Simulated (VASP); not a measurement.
Here is a VASP 6.6.1 calculation.

POSCAR

```
MoS2
1.0
    1.6220414536      0.9364860699      6.3283480886
   -1.6220414536      0.9364860699      6.3283480886
    0.0000000000     -1.8729721397      6.3283480886
Mo S
1 2
Direct
   -0.0000084520     -0.0000084520     -0.0000084520
    0.4142384035      0.4142384035      0.4142384035
    0.2524367152      0.2524367152      0.2524367152
```

INCAR.step1

```
PREC = Accurate ; ENCUT = 520
ISMEAR = 0 ; SIGMA = 0.01
LREAL = F ; LASPH = T
NELM = 100 ; NBANDS = 20
GGA = PE ; ALGO = Normal
EDIFF = 1E-4 ; LWAVE = T
LCHARG = F
```

The input INCAR.step2:

```
PREC = Accurate ; ENCUT = 520
EDIFF = 1E-6 ; ISMEAR = 0
SIGMA = 0.01 ; LREAL = F
LASPH = T ; NELM = 100
ALGO = Normal ; ISIF = 2
LWAVE = F ; LCHARG = F
METAGGA = R2SCAN ; LMIXTAU = T
NBANDS = 20 ; ISTART = 1
```

Contents of KPOINTS:

```
Automatic mesh
0
Gamma
  10 10 10
```

Potentials or basis: VASP PAW PBE potentials, release 64 (Mo_sv, S).

The run is started by

```bash
$ cat potpaw_PBE.64/Mo_sv/POTCAR potpaw_PBE.64/S/POTCAR > POTCAR
$ cp INCAR.step1 INCAR
$ mpirun -np 1 vasp_std > vasp.out
$ cp INCAR.step2 INCAR
$ mpirun -np 1 vasp_std > vasp.out
```

(1) Estimate the largest force.

(2) Estimate the band gap on the k mesh.

Results:

(1) 0.049 eV/Å.

(2) 0.87 eV (least direct gap 1.84 eV).

Caveat: the cell differs from its parent crystal (strain +2.2%); the cell stands under tension; the PAW data sets were made with another functional, which shifts forces and pressure a little.
